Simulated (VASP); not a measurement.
# Zn in VASP: further runs, part 2 of 2

VASP 6.6.1.

**3. Single point, PBE, collinear spin, ferromagnetic start**

This run uses another cell than the first one, of 129.27 Å³/atom, 0.645 times its volume.

Input file INCAR:

```
  ALGO = Normal
  EDIFF = 1E-6
  ENCUT = 520
  GGA = PE
  ISIF = 2
  ISMEAR = 0
  ISPIN = 2
  LASPH = T
  LCHARG = T
  LELF = T
  LORBIT = 11
  LREAL = F
  LVHAR = T
  LWAVE = F
  MAGMOM = 0.5 0.5
  NBANDS = 23
  NELM = 150
  PREC = Accurate
  SIGMA = 0.05
```

Input file KPOINTS:

```
k-points
0
Gamma
  1 1 26
```

Input file POSCAR:

```
Zn
1.0
   11.1000000000      0.0000000000      0.0000000000
    0.0000000000      9.3000000000      0.0000000000
    0.0000000000      0.0000000000      2.5045054628
Zn
2
Direct
    0.3919897671      0.5000000000      0.0000000000
    0.6080102329      0.5000000000      0.5000000000
```

Potentials or basis: VASP PAW PBE potentials, release 64 (Zn).

The run is started by

```sh
> cat potpaw_PBE.64/Zn/POTCAR > POTCAR
> mpirun -np 1 vasp_std > vasp.out
```

OUTCAR:

```text
EDIFF = 1E-6
   ENCUT = 520
   GGA = PE
   ISIF = 2
   ISMEAR = 0
   ISPIN = 2
   LASPH = T
   LORBIT = 11
   LREAL = F
   NELM = 150
   PREC = Accurate

 ion  position               nearest neighbor table
   1  0.392  0.500  0.000-   2 2.71   2 2.71
   2  0.608  0.500  0.500-   1 2.71   1 2.71

  LATTYP: Found a simple orthorhombic cell.
 ALAT       =     2.5045054628
 B/A-ratio  =     3.7133079317
 C/A-ratio  =     4.4320126927

  Lattice vectors:

 A1 = (   0.0000000000,   0.0000000000,  -2.5045054628)
 A2 = (   0.0000000000,   9.3000000000,   0.0000000000)
 A3 = (  11.1000000000,   0.0000000000,   0.0000000000)

Analysis of symmetry for initial positions (statically):
=====================================================================
 Subroutine PRICEL returns:
 Original cell was already a primitive cell.

 Routine SETGRP: Setting up the symmetry group for a
 simple orthorhombic supercell.

 Subroutine GETGRP returns: Found  8 space group operations
 (whereof  4 operations were pure point group operations)
 out of a pool of  8 trial point group operations.

The static configuration has the point symmetry C_2v.
 The point group associated with its full space group is D_2h.

Analysis of symmetry for dynamics (positions and initial velocities):
=====================================================================
 Subroutine PRICEL returns:
 Original cell was already a primitive cell.

 Routine SETGRP: Setting up the symmetry group for a
 simple orthorhombic supercell.

 Subroutine GETGRP returns: Found  8 space group operations
 (whereof  4 operations were pure point group operations)
 out of a pool of  8 trial point group operations.

The dynamic configuration has the point symmetry C_2v.
 The point group associated with its full space group is D_2h.
[... 140 lines left out ...]
   NGX = 41   NGY = 35   NGZ =  9

 number of electron      24.0000041 magnetization       0.0000848

 number of electron      24.0000041 magnetization      -0.0104719

 Free energy of the ion-electron system (eV)
  ---------------------------------------------------
  ext. energy  EPLUGINS =         0.00000000
  ---------------------------------------------------
  free energy    TOTEN  =        -0.70566423 eV

  energy without entropy =       -0.70351909  energy(sigma->0) =       -0.70459166

 E-fermi :  -2.8340     XC(G=0):  -2.7619

 val. band max:       -2.8400087721   @ k =   0.0000   0.0000   0.0769
 cond. band min:      -2.8281080035   @ k =   0.0000   0.0000   0.0769
 fundamental gap:      0.0119007687
 Fermi energy:        -2.8340335600

 spin component 1

 k-point     1 :       0.0000    0.0000    0.0000
  band No.  band energies     occupation
      1     -10.9320      1.00000
      2     -10.8806      1.00000
      3     -10.3281      1.00000
      4     -10.2520      1.00000
      5      -9.9474      1.00000
      6      -9.9285      1.00000
[... 353 lines left out ...]
     22       6.1625      0.00000
     23       7.0096      0.00000
 Fermi energy:        -2.8340335600

 spin component 2

 k-point     1 :       0.0000    0.0000    0.0000
  band No.  band energies     occupation
      1     -10.9324      1.00000
      2     -10.8806      1.00000
      3     -10.3281      1.00000
      4     -10.2530      1.00000
      5      -9.9481      1.00000
      6      -9.9291      1.00000
[... 353 lines left out ...]
     22       6.1503      0.00000
     23       7.0039      0.00000

------------------------ aborting loop because EDIFF is reached ----------------------------------------

  FORCE on cell =-STRESS in cart. coord.  units (eV):
  Direction    XX          YY          ZZ          XY          YZ          ZX
  --------------------------------------------------------------------------------------
  -------------------------------------------------------------------------------------
  Total        0.0701219      0.0391856      0.1011708      0.0000000      0.0000000      0.0000000
  in kB        0.4345468      0.2428339      0.6269570      0.0000000      0.0000000      0.0000000
  external PRESSURE =       0.4347792 kB  Pullay stress =       0.0000000 kB

 VOLUME and BASIS-vectors are now :
 -----------------------------------------------------------------------------
  energy-cutoff  :      520.00
  volume of cell :      258.54
      direct lattice vectors                 reciprocal lattice vectors
    11.100000000  0.000000000  0.000000000     0.090090090  0.000000000  0.000000000
     0.000000000  9.300000000  0.000000000     0.000000000  0.107526882  0.000000000
     0.000000000  0.000000000  2.504505463     0.000000000  0.000000000  0.399280423

 POSITION                                       TOTAL-FORCE (eV/Angst)
 -----------------------------------------------------------------------------------
      4.35109      4.65000      0.00000        -0.019215      0.000000      0.000000
      6.74891      4.65000      1.25225         0.019215      0.000000      0.000000
 -----------------------------------------------------------------------------------
    total drift:                                0.000000      0.000000      0.000000

  FREE ENERGIE OF THE ION-ELECTRON SYSTEM (eV)
  ---------------------------------------------------
  free  energy   TOTEN  =        -0.7056642314 eV

  energy  without entropy=       -0.7035190899  energy(sigma->0) =       -0.70459166

 total charge

# of ion       s       p       d       tot
------------------------------------------
    1        0.722   0.267   9.718  10.708
    2        0.722   0.267   9.718  10.708
--------------------------------------------------
tot          1.445   0.535  19.436  21.416

 magnetization (x)

# of ion       s       p       d       tot
------------------------------------------
    1        0.000  -0.001   0.000  -0.001
    2        0.000  -0.001   0.000  -0.001
--------------------------------------------------
tot          0.000  -0.002   0.000  -0.002
```

OSZICAR:

```text
N       E                     dE             d eps       ncg     rms          rms(c)
DAV:   1     0.103146741355E+03    0.10315E+03   -0.92388E+03  1304   0.804E+02
DAV:   2     0.488475585695E+01   -0.98262E+02   -0.95758E+02  1386   0.200E+02
DAV:   3    -0.642438096048E+00   -0.55272E+01   -0.55077E+01  1590   0.558E+01
DAV:   4    -0.694497026647E+00   -0.52059E-01   -0.52056E-01  1330   0.574E+00
[... 15 lines left out ...]
DAV:  20    -0.705618766016E+00   -0.11431E-03   -0.20118E-05  1216   0.118E-02    0.151E-03
DAV:  21    -0.705638665347E+00   -0.19899E-04   -0.42310E-06  1120   0.535E-03    0.952E-04
DAV:  22    -0.705655844029E+00   -0.17179E-04   -0.13807E-06  1092   0.241E-03    0.658E-04
DAV:  23    -0.705664398233E+00   -0.85542E-05   -0.11122E-06  1106   0.248E-03    0.363E-04
DAV:  24    -0.705664231367E+00    0.16687E-06   -0.72663E-08  1119   0.920E-04
   1 F= -.70566423E+00 E0= -.70459166E+00  d E =-.214514E-02  mag=    -0.0102
```

Run time: 3.7 min. Hardware: 1 thread of Intel Xeon 6975P-C, shared host; peak memory 0.48 GiB.

Results:

| Quantity | Value |
| --- | --- |
| Free energy | -0.7057 eV |
| Largest force | 0.019 eV/Å |
| Band gap on the k mesh | zero (filled and empty bands overlap) |
| Net moment | -0.01 μB per cell |
| Valence electrons inside the program's atomic spheres | Zn 10.71 |

Forces on the atoms (eV/Å):
```
Zn  -0.019  0.000  0.000
Zn   0.019  0.000  0.000
```

**4. Single point, PBE, collinear spin, ferromagnetic start**

This run uses another cell than the first one, of 129.67 Å³/atom, 0.647 times its volume.

Input file INCAR:

```
SYSTEM = Zn
ALGO = Normal
EDIFF = 1E-6
ENCUT = 520
GGA = PE
ISIF = 2
ISMEAR = 0
ISPIN = 2
LASPH = .TRUE.
LCHARG = .FALSE.
LORBIT = 11
LREAL = .FALSE.
LWAVE = .FALSE.
MAGMOM = 0.5 0.5
NBANDS = 23
NELM = 150
PREC = Accurate
SIGMA = 0.05
```

Input file KPOINTS:

```
k-points
0
G
  1 1 26
  0 0 0
```

Input file POSCAR:

```
Zn
1.0
   11.1000000000      0.0000000000      0.0000000000
    0.0000000000      9.3000000000      0.0000000000
    0.0000000000      0.0000000000      2.5121900244
Zn
2
Direct
    0.4039193004      0.5000000000      0.0000000000
    0.5960806996      0.5000000000      0.5000000000
```

The run is started by

```sh
> cat potpaw_PBE.64/Zn/POTCAR > POTCAR
> mpirun -np 1 vasp_std > vasp.out
```

Run time: 3.4 min. Hardware: 1 thread of Intel Xeon 6975P-C, shared host; peak memory 0.47 GiB.

Results (log left out):

```
Free energy                                           : -0.6181 eV
Largest force                                         : 0.712 eV/Å
Band gap on the k mesh                                : zero (filled and empty bands overlap)
Net moment                                            : 0.03 μB per cell
Valence electrons inside the program's atomic spheres : Zn 10.75
```

Forces on the atoms (eV/Å):
```
Zn  -0.712  0.000  0.000
Zn   0.712  0.000  0.000
```

Levels at points of the mesh, in eV from the Fermi level:
Spin up:
```
           k point  band 10  band 11  band 12  band 13  band 14  band 15
(0.00, 0.00, 0.00)    -6.80    -6.55    -3.15    -0.37     0.36     2.45
(0.00, 0.00, 0.50)    -6.84    -0.86    -0.86     2.88     2.88     5.75
```
Spin down:
```csv
k point,band 8,band 9,band 10,band 11,band 12,band 13,band 14,band 15,band 16,band 17
"(0.00, 0.00, 0.00)",-7.07,-6.97,-6.80,-6.54,-3.13,-0.34,0.37,2.47,3.24,4.05
"(0.00, 0.00, 0.50)",-7.17,-6.84,-6.84,-0.84,-0.84,2.89,2.89,5.77,5.77,7.10
```

**5. The runs side by side**

| cell | k mesh | gap on the mesh (eV) | moment (μB) | largest force (eV/Å) |
| --- | --- | --- | --- | --- |
| a = 10.100, b = 9.300, c = 4.266 Å, 2 atoms | 1 × 1 × 15 | 0.82 | 0.00 | 0.69 |
| a = 11.100, b = 9.300, c = 2.505 Å, 2 atoms | 1 × 1 × 26 | none | 0.01 | 0.02 |
| a = 11.100, b = 9.300, c = 2.512 Å, 2 atoms | 1 × 1 × 26 | none | 0.03 | 0.71 |

Alike in all rows: task single point; level PBE; potentials or basis VASP PAW PBE potentials, release 64 (Zn); spin collinear, ferromagnetic start; cutoff (eV) 520; smearing gaussian 0.05 eV.

Total energies depend on the potentials used, so only differences within one code and one set of settings carry meaning.
